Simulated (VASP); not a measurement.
# Ir (P6_3/mmc) in VASP: relaxation of cell and atoms with r2SCAN

Aim: the relaxation of cell and atoms of Ir with r2SCAN.

All numbers are computed with VASP 6.6.1; they aren't measurements. Logs are shortened: lines on timing, memory, paths and dates and some standing lists are left out, and cuts for length are marked.

### Step 1. The cell of the first run

It takes space group P6_3/mmc (No. 194, hexagonal). Conventional cell: a = 2.799 Å, b = 2.799 Å, c = 9.027 Å, α = 90.00°, β = 90.00°, γ = 120.00°. Within 3.7 Å of Ir (site symmetry -3m) lie 12 Ir at 2.78 to 2.80 Å. Within 3.7 Å of Ir (site symmetry -6m2) lie 12 Ir at 2.78 to 2.80 Å.

This isn't the form of Ir at room conditions, which is fcc.

### Step 2. Relaxation of cell and atoms, r2SCAN

File POSCAR:

```
Ir
1.0
    2.7989532549      0.0000000000      0.0000000000
   -1.3994766274      2.4239646228      0.0000000000
    0.0000000000      0.0000000000      9.0271766845
Ir
4
Direct
    0.0000000000      0.0000000000      0.0000000000
    0.0000000000      0.0000000000      0.5000000000
    0.3333333333      0.6666666667      0.7500000000
    0.6666666667      0.3333333333      0.2500000000
```

File INCAR.step1:

```
ALGO = Normal ; EDIFF = 1E-5
EDIFFG = -0.005 ; ENCUT = 550
GGA = PE ; GGA_COMPAT = False
IBRION = 2 ; ISIF = 3
ISMEAR = 0 ; LASPH = True
LCHARG = False ; LREAL = False
LWAVE = True ; NELM = 120
NELMIN = 4 ; NSW = 100
PREC = Accurate ; SIGMA = 0.1
```

File INCAR.step2:

```
ALGO = Normal ; EDIFF = 1E-7
EDIFFG = -0.04 ; ENCUT = 550
GGA_COMPAT = False ; IBRION = 2
ISIF = 3 ; ISMEAR = 0
ISTART = 1 ; LASPH = True
LCHARG = False ; LMIXTAU = True
LREAL = False ; LWAVE = False
METAGGA = R2SCAN ; NELM = 120
NELMIN = 4 ; NSW = 90
PREC = Accurate ; SIGMA = 0.1
```

File KPOINTS:

```
k-points
0
Gamma
  9 9 2
```

Potentials or basis: VASP PAW PBE potentials, release 64 (Ir_sv_GW).

Command:

```console
> cat potpaw_PBE.64/Ir_sv_GW/POTCAR > POTCAR
> cp INCAR.step1 INCAR
> mpirun -np 1 vasp_std > vasp.out
> cp INCAR.step2 INCAR
> mpirun -np 1 vasp_std > vasp.out
```

OUTCAR:

```text
EDIFF = 1E-7
   EDIFFG = -0.04
   ENCUT = 550
   IBRION = 2
   ISIF = 3
   ISMEAR = 0
   ISTART = 1
   LASPH = True
   LREAL = False
   METAGGA = R2SCAN
   NELM = 120
   NELMIN = 4
   NSW = 90
   PREC = Accurate

 ion  position               nearest neighbor table
   1  0.000  0.000  0.000-   3 2.78   4 2.78   4 2.78   3 2.78   4 2.78   3 2.78
   2  0.000  0.000  0.500-   3 2.78   4 2.78   4 2.78   3 2.78   4 2.78   3 2.78
   3  0.333  0.667  0.750-   1 2.78   2 2.78   1 2.78   2 2.78   1 2.78   2 2.78
   4  0.667  0.333  0.250-   1 2.78   2 2.78   1 2.78   2 2.78   1 2.78   2 2.78

  LATTYP: Found a hexagonal cell.
 ALAT       =     2.7989532549
 C/A-ratio  =     3.2251973729

  Lattice vectors:

 A1 = (   2.7989532549,   0.0000000000,   0.0000000000)
 A2 = (  -1.3994766274,   2.4239646228,   0.0000000000)
 A3 = (   0.0000000000,   0.0000000000,   9.0271766845)

Analysis of symmetry for initial positions (statically):
=====================================================================
 Subroutine PRICEL returns:
 Original cell was already a primitive cell.

 Routine SETGRP: Setting up the symmetry group for a
 hexagonal supercell.

 Subroutine GETGRP returns: Found 24 space group operations
 (whereof 12 operations were pure point group operations)
 out of a pool of 24 trial point group operations.

The static configuration has the point symmetry D_3d.
 The point group associated with its full space group is D_6h.

Analysis of symmetry for dynamics (positions and initial velocities):
=====================================================================
 Subroutine PRICEL returns:
 Original cell was already a primitive cell.

 Routine SETGRP: Setting up the symmetry group for a
 hexagonal supercell.

 Subroutine GETGRP returns: Found 24 space group operations
 (whereof 12 operations were pure point group operations)
 out of a pool of 24 trial point group operations.

The dynamic configuration has the point symmetry D_3d.
 The point group associated with its full space group is D_6h.

 Subroutine INISYM returns: Found 24 space group operations
 (whereof 12 operations are pure point group operations),
 and found     1 'primitive' translations

----------------------------------------------------------------------------------------

                                     Primitive cell

  volume of cell :      61.2455

  direct lattice vectors                    reciprocal lattice vectors
     2.798953255  0.000000000  0.000000000     0.357276420  0.206273638  0.000000000
    -1.399476627  2.423964623  0.000000000     0.000000000  0.412547275  0.000000000
     0.000000000  0.000000000  9.027176685     0.000000000  0.000000000  0.110776607

[... 93 lines left out ...]
   ISYM   =      2    0-nonsym 1-usesym 2-fastsym
   POTIM  = 0.5000    time-step for ionic-motion
   TEBEG  =    0.0;   TEEND  =   0.0 temperature during run
   PSTRESS=    0.0 pullay stress
   NELECT =      68.0000    total number of electrons
   NUPDOWN=      -1.0000    fix difference up-down
   EMIN   =  10.00;   EMAX   =-10.00  energy-range for DOS
   EFERMI =   0.00;   METHOD = LEGACY
   ISMEAR =     0;   SIGMA  =   0.10  broadening in eV -4-tet -1-fermi 0-gaus
   EFERMI_NEDOS =   21; number of points for ismear=-14 and -15
   IALGO  =     38    algorithm
   IMIX   =      4    mixing-type and parameters
     AMIX     =   0.40;   BMIX     =  1.00
     AMIX_MAG =   1.60;   BMIX_MAG =  1.00
  volume/ion in A,a.u.               =      15.31       103.33
  Fermi-wavevector in a.u.,A,eV,Ry     =   1.695196  3.203455 39.098906  2.873689
  Thomas-Fermi vector in A             =   2.776284
   LORBIT       =      0    0 simple, 1 ext, 2 COOP (PROOUT), +10 PAW based schemes
   METAGGA = R2SCAN    functional components
   LHFCALC =     F    Hartree Fock is set to
   AEXX    =    0.0000 exact exchange contribution
   IVDW    =     0    specifies the selected vdW correction
   LEPSILON=     F    determine dielectric tensor
   LRPA    =     F    only Hartree local field effects (RPA)
 conjugate gradient relaxation of ions
 non-spin polarized calculation
 Gauss-broadening in eV      SIGMA  =   0.10
  energy-cutoff  :      550.00
  volume of cell :       61.25
 maximum number of plane-waves:      1834
 NGX is ok and might be reduce to    24
   NGX = 11   NGY = 11   NGZ = 35

--------------------------------------- Ionic step        1  -------------------------------------------

 number of electron      67.9999999 magnetization

 Free energy of the ion-electron system (eV)
  ---------------------------------------------------
  ext. energy  EPLUGINS =         0.00000000
  ---------------------------------------------------
  free energy    TOTEN  =      -211.11100579 eV

  energy without entropy =     -211.09591790  energy(sigma->0) =     -211.10346184

------------------------ aborting loop because EDIFF is reached ----------------------------------------

  FORCE on cell =-STRESS in cart. coord.  units (eV):
  Direction    XX          YY          ZZ          XY          YZ          ZX
  --------------------------------------------------------------------------------------
  -------------------------------------------------------------------------------------
  Total       -9.6164515     -9.6164515     -9.1776370     -0.0000000      0.0000000      0.0000000
  in kB     -251.5657787   -251.5657787   -240.0864191     -0.0000000      0.0000000      0.0000000
  external PRESSURE =    -247.7393255 kB  Pullay stress =       0.0000000 kB
[... 95 lines left out ...]
  FREE ENERGIE OF THE ION-ELECTRON SYSTEM (eV)
  ---------------------------------------------------
  free  energy   TOTEN  =      -211.4861064573 eV

  energy  without entropy=     -211.4717906071  energy(sigma->0) =     -211.47894853

[... ionic steps 4 to 7 ...]

--------------------------------------- Ionic step        8  -------------------------------------------

 number of electron      68.0000001 magnetization

------------------------ aborting loop because EDIFF is reached ----------------------------------------
[... 71 lines left out ...]
--------------------------------------- Ionic step       10  -------------------------------------------

 number of electron      68.0000001 magnetization

 Free energy of the ion-electron system (eV)
  ---------------------------------------------------
  ext. energy  EPLUGINS =         0.00000000
  ---------------------------------------------------
  free energy    TOTEN  =      -211.49278667 eV

  energy without entropy =     -211.47824250  energy(sigma->0) =     -211.48551459

 E-fermi :  12.5962     XC(G=0): -15.8869

 val. band max:       12.5564320953   @ k =   0.3333   0.0000   0.0000
 cond. band min:      12.7213304125   @ k =   0.3333   0.3333   0.0000
 fundamental gap:      0.1648983171
 Fermi energy:        12.5962101368

 k-point     1 :       0.0000    0.0000    0.0000
  band No.  band energies     occupation
      1     -82.4055      2.00000
      2     -82.3797      2.00000
      3     -82.3488      2.00000
      4     -82.3232      2.00000
      5     -39.0905      2.00000
      6     -38.6722      2.00000
[... 1052 lines left out ...]
  FREE ENERGIE OF THE ION-ELECTRON SYSTEM (eV)
  ---------------------------------------------------
  free  energy   TOTEN  =      -211.4927866727 eV

  energy  without entropy=     -211.4782425025  energy(sigma->0) =     -211.48551459

 reached required accuracy - stopping structural energy minimisation
```

OSZICAR.step1:

```text
N       E                     dE             d eps       ncg     rms          rms(c)
DAV:   1     0.809712944175E+03    0.80971E+03   -0.51197E+04  2096   0.192E+03
DAV:   2    -0.815123508938E+01   -0.81786E+03   -0.79811E+03  2264   0.610E+02
DAV:   3    -0.417054283109E+02   -0.33554E+02   -0.32373E+02  2328   0.112E+02
DAV:   4    -0.422111165339E+02   -0.50569E+00   -0.50271E+00  2160   0.129E+01
[... 137 lines left out ...]
       N       E                     dE             d eps       ncg     rms          rms(c)
DAV:   1    -0.375571886717E+02   -0.54918E-06   -0.93766E-06   960   0.256E-02    0.485E-03
DAV:   2    -0.375571885357E+02    0.13604E-06   -0.84195E-07   960   0.775E-03    0.185E-03
DAV:   3    -0.375571885339E+02    0.18354E-08   -0.12988E-07   960   0.258E-03    0.121E-03
DAV:   4    -0.375571885557E+02   -0.21875E-07   -0.50345E-08   960   0.187E-03
  17 F= -.37557189E+02 E0= -.37548984E+02  d E =-.373733E-05
```

It took 26 min on 1 thread of Intel Xeon 6975P-C (Granite Rapids), shared host; peak memory 0.24 GiB.

Results:

- Free energy: -211.4928 eV
- Relaxed volume: 14.17 Å³/atom
- Relaxed cell: a = 2.724 Å, b = 2.724 Å, c = 8.822 Å, α = 90.00°, β = 90.00°, γ = 120.00°
- Space group after relaxing (to 0.1 Å): P6_3/mmc (No. 194)
- Pressure after relaxing: 0.0 GPa
- Band gap on the k mesh: zero (bands 34 and 35 overlap by 2.54 eV)

Final structure:
```cif
data_structure
_symmetry_space_group_name_H-M 'P 1'
_symmetry_Int_Tables_number 1
_cell_length_a 2.7240
_cell_length_b 2.7240
_cell_length_c 8.8218
_cell_angle_alpha 90.000
_cell_angle_beta 90.000
_cell_angle_gamma 120.000
_cell_volume 56.69
loop_
_atom_site_label
_atom_site_type_symbol
_atom_site_fract_x
_atom_site_fract_y
_atom_site_fract_z
_atom_site_occupancy
Ir1 Ir 0.00000 0.00000 0.00000 1
Ir2 Ir 0.00000 0.00000 0.50000 1
Ir3 Ir 0.33333 0.66667 0.75000 1
Ir4 Ir 0.66667 0.33333 0.25000 1
```

Levels at points of the mesh, in eV from the Fermi level:
```
           k point  band 31  band 32  band 33  band 34  band 35  band 36  band 37  band 38
(0.00, 0.00, 0.00)    -3.34    -1.89    -1.89    -1.10    -1.10    -0.59    -0.32    -0.32
(0.00, 0.00, 0.50)    -2.64    -2.64    -1.45    -1.45    -1.45    -1.45     0.26     0.26
```

Caveat: the PAW data sets were made with another functional, which shifts forces and pressure a little; spin-orbit coupling is left out, which moves the levels of the heavy elements.
